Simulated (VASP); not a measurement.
Input of a VASP 6.6.1 run:

Contents of INCAR:

```
SYSTEM = BN
PREC     = Accurate       ! precision mode
ENCUT    = 520            ! plane-wave cutoff, eV
EDIFF    = 1E-6           ! SCF threshold, eV
ISMEAR   = -1             ! smearing method
SIGMA    = 0.05           ! smearing width, eV
LREAL    = .False.        ! projectors in reciprocal space
LASPH    = .True.         ! aspherical terms in the spheres
NELM     = 100            ! most SCF steps
ALGO     = Normal         ! electronic algorithm
ISIF     = 2              ! what is computed and relaxed
LWAVE    = .False.        ! write WAVECAR
LCHARG   = .True.         ! write CHGCAR
GGA      = PS             ! functional
LELF     = .True.         ! ELF
LVHAR    = .True.       
NBANDS   = 11             ! bands
```

Contents of KPOINTS:

```
Automatic mesh
0
Gamma
  13 13 13
  0 0 0
```

The input POSCAR:

```
BN
1.0
    0.0000000000      3.4480760414      2.1368161481
    1.2347160791      0.0000000000      2.1368161481
    1.2347160791      3.4480760414      0.0000000000
N B
1 1
Direct
    0.6666513400      0.6666513400      0.3333486600
    0.0000486500      0.0000486500      0.9999513500
```

Potentials or basis: VASP PAW PBE potentials, release 64 (N, B).

The run is started by

```console
$ cat potpaw_PBE.64/N/POTCAR potpaw_PBE.64/B/POTCAR > POTCAR
$ mpirun -np 1 vasp_std > vasp.out
```

Task: Estimate the band gap on the k mesh.

Result: 3.81 eV, indirect (least direct gap 4.68 eV).

Task: Predict the pressure.

Result: 11.1 GPa.

Task: Estimate the largest force.

Result: 0.012 eV/Å.

Stress tensor (GPa, compression positive):
```
16.46  0.00  0.00
 0.00  0.26  0.00
 0.00  0.00 16.49
```

Caveat: the PAW data sets were made with another functional, which shifts forces and pressure a little. A k mesh can miss the band edges.
